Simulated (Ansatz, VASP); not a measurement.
**Ba: VASP beside Ansatz**

Contents of INCAR:

```
SYSTEM = Ba
ALGO = Normal ; EDIFF = 1E-6
ENCUT = 520 ; GGA = CA
ISIF = 2 ; ISMEAR = 1
LASPH = .True. ; LCHARG = .True.
LELF = .True. ; LREAL = .False.
LVHAR = .True. ; LWAVE = .False.
NBANDS = 28 ; NELM = 80
PREC = Accurate ; SIGMA = 0.02
```

File KPOINTS:

```
k-points
0
Gamma
  5 5 5
  0 0 0
```

File POSCAR:

```
Ba
1.0
   -4.1311947500      4.1311947500      3.8367706500
    4.1311947500     -4.1311947500      3.8367706500
    4.1311947500      4.1311947500     -3.8367706500
Ba
4
Direct
    0.8181421101      0.6818578899      0.5000000000
    0.1818578899      0.3181421101      0.5000000000
    0.3181421101      0.8181421101      0.1362842202
    0.6883737863      0.1883737863      0.8637157798
```

Input for Ansatz:

```yaml
crystal:
  lattice:
    - [-4.13119475, 4.13119475, 3.83677065]
    - [4.13119475, -4.13119475, 3.83677065]
    - [4.13119475, 4.13119475, -3.83677065]
  atoms:
    - { symbol: Ba, position: [0.818142110100232, 0.6818578898997681, 0.5] }
    - { symbol: Ba, position: [0.18185788989976812, 0.3181421101002319, 0.5] }
    - { symbol: Ba, position: [0.31814211010023186, 0.818142110100232, 0.1362842202004638] }
    - { symbol: Ba, position: [0.6883737862825764, 0.1883737862825764, 0.8637157797995363] }
basis:
  ecutwfc: 653.073269903712
  xc_grid: 2
kpoints:
  mp_grid:
    grid: [5, 5, 5]
hamiltonian:
  xc: lda
scf:
  max_iter: 100
  lower_state_search: "off"
  occupations:
    method: cold
    width: 0.02
output:
  forces: true
```

Alike in both runs: task single point; functional LDA; k mesh 5 × 5 × 5; no spin polarisation.

|  | VASP | Ansatz |
| --- | --- | --- |
| version | VASP 6.6.1 | Ansatz 0.2.0 |
| potentials or method | VASP PAW LDA potentials, release 64 (Ba_sv), cutoff 520 eV | plane waves, PAW |
| occupations | methfessel-paxton of order 1, width 0.02 eV | cold, width 0.02 eV |
| valence electrons in the cell | 40 | 40 |

|  | VASP | Ansatz | Ansatz less VASP |
| --- | --- | --- | --- |
| rms of the force components (eV/Å) | 0.080 | 0.080 | -0.0006 |

LDA's correlation is that of Perdew and Zunger in VASP and of Perdew and Wang (1992) in Ansatz. Atom by atom the forces differ by 0.001 eV/Å (rms over components).

Spin-orbit coupling is off throughout.
